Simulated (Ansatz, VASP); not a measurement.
**WS2 in VASP and in Ansatz**

Contents of INCAR:

```
PREC = Accurate ; ENCUT = 520
EDIFF = 1E-6 ; ISMEAR = 0
SIGMA = 0.05 ; LREAL = F
LASPH = T ; NELM = 80
ALGO = Normal ; ISIF = 2
LWAVE = F ; LCHARG = F
GGA = PS ; IVDW = 12
NBANDS = 35
```

Contents of KPOINTS:

```
Automatic mesh
0
Gamma
  12 12 4
```

File POSCAR:

```
WS2
1.0
    3.1614483080      0.0000000000      0.0000000000
   -1.5807241540      2.7378945475      0.0000000000
    0.0000000000      0.0000000000     11.7722466704
W S
2 4
Direct
    0.3333333333      0.6666666667      0.2500000000
    0.6666666667      0.3333333333      0.7500000000
    0.3333333333      0.6666666667      0.6164531912
    0.6666666667      0.3333333333      0.1164531912
    0.3333333333      0.6666666667      0.8835468088
    0.6666666667      0.3333333333      0.3835468088
```

Input for Ansatz:

```yaml
crystal:
  lattice:
    - [3.161448308, 0.0, 0.0]
    - [-1.580724154, 2.7378945475, 0.0]
    - [0.0, 0.0, 11.7722466704]
  atoms:
    - { symbol: W, position: [0.3333333333, 0.6666666667, 0.25] }
    - { symbol: W, position: [0.6666666667, 0.3333333333, 0.75] }
    - { symbol: S, position: [0.3333333333, 0.6666666667, 0.6164531912] }
    - { symbol: S, position: [0.6666666667, 0.3333333333, 0.1164531912] }
    - { symbol: S, position: [0.3333333333, 0.6666666667, 0.8835468088] }
    - { symbol: S, position: [0.6666666667, 0.3333333333, 0.3835468088] }
basis:
  ecutwfc: 420
kpoints:
  mp_grid: { grid: [12, 12, 4] }
hamiltonian:
  xc: pbesol
  dispersion: d3bj
scf:
  occupations: { method: gaussian, width: 0.05 }
output:
  forces: true
  stress: true
  eigenvalues: true
```

Change from the starting cell: strain +0.0150 x Voigt [1, 1, 0, 0, 0, 0], atoms carried along.

Alike in both runs: task single point; functional PBEsol; dispersion D3(BJ); k mesh 12 × 12 × 4; occupations gaussian, width 0.05 eV; no spin polarisation.

|  | VASP | Ansatz |
| --- | --- | --- |
| version | VASP 6.6.1 | Ansatz 0.2.0 |
| potentials or method | VASP PAW PBE potentials, release 64 (W_sv, S), cutoff 520 eV | scalar-relativistic, plane waves, PAW |
| valence electrons in the cell | 52 | 52 |

VASP gave:

- gap on the k mesh at the Fermi level (eV): 0.69
- least direct gap on the mesh (eV): 1.76
- pressure (GPa): -4.9
- traceless stress, the component that is largest in VASP (GPa): 1.67
- rms of the force components (eV/Å): 0.153

**Question.** What did Ansatz give for the same quantities?

**Answer.** gap on the k mesh at the Fermi level (eV): 0.67; least direct gap on the mesh (eV): 1.75; pressure (GPa): -5.0; traceless stress, the component that is largest in VASP (GPa): 1.63; rms of the force components (eV/Å): 0.161.

VASP's potentials were made for PBE, not for PBEsol. Atom by atom the forces differ by 0.008 eV/Å (rms over components).

Neither program's run includes spin-orbit coupling.
